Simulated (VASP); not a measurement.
Pd:

```xyz
1
Lattice="-1.5723 1.5723 1.5723 1.5723 -1.5723 1.5723 1.5723 1.5723 -1.5723" Properties=species:S:1:pos:R:3 pbc="T T T"
Pd    0.0000    0.0000    0.0000
```

This isn't the form of Pd at room conditions, which is fcc.

* Program: VASP 6.6.1
* Task: relaxation of cell and atoms
* Functional: PBE0
* Potentials or basis: VASP PAW PBE potentials, release 64 (Pd)
* Cutoff: 600 eV
* k mesh: 6 × 6 × 6
* Occupations: fermi-dirac, width 0.05 eV
* Spin: no spin polarisation

At the start: pressure -6.9 GPa; volume 15.55 Å³/atom.

Task: How do energy, volume and symmetry change on relaxing?

Result: Over 3 steps the energy falls by 14.5 meV/atom and the volume is 14.91 Å³/atom (-4.1 %); space group Im-3m (No. 229, to 0.1 Å) before and after.

The path:
| step | energy change (eV) | largest force (eV/Å) | pressure (GPa) | volume (Å³) |
| --- | --- | --- | --- | --- |
| 1 | 0.0000 | 0.0000 | -6.92 | 15.55 |
| 2 | 0.0143 | 0.0000 | 12.01 | 14.08 |
| 3 | -0.0145 | 0.0000 | -0.09 | 14.91 |

Final structure:
```
CELL_PARAMETERS angstrom
-1.55052 1.55052 1.55052
1.55052 -1.55052 1.55052
1.55052 1.55052 -1.55052
ATOMIC_POSITIONS crystal
Pd 0.00000 0.00000 0.00000
```

Caveat: the k points lie up to 0.48 Å⁻¹ apart in the final cell, too coarse for converged energies and pressures of a metal; the PAW data sets were made with another functional, which shifts forces and pressure a little.
